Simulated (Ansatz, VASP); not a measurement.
**One calculation of Mo, two programs**

```
CELL_PARAMETERS angstrom
0.00000 1.94136 1.94136
1.94136 0.00000 1.94136
1.94136 1.94136 0.00000
ATOMIC_POSITIONS crystal
Mo 0.00000 0.00000 0.00000
```

Alike in both runs: task single point; functional LDA; k mesh 15 × 15 × 15; occupations fermi-dirac, width 0.1 eV; no spin polarisation.

|  | VASP | Ansatz |
| --- | --- | --- |
| version | VASP 6.6.1 | Ansatz 0.2.0 |
| potentials or method | VASP PAW LDA potentials, release 64 (Mo_sv), cutoff 520 eV | plane waves (420 eV) with PAW, scalar-relativistic |
| valence electrons in the cell | 14 | 14 |

Ansatz gave:

- pressure (GPa): 12.4

Q: What did VASP give for the same quantities?

A: Pressure (GPa): 13.7.

Ansatz warns that its potentials were made for another functional, while VASP's fit it. LDA's correlation is that of Perdew and Zunger in VASP and of Perdew and Wang (1992) in Ansatz.
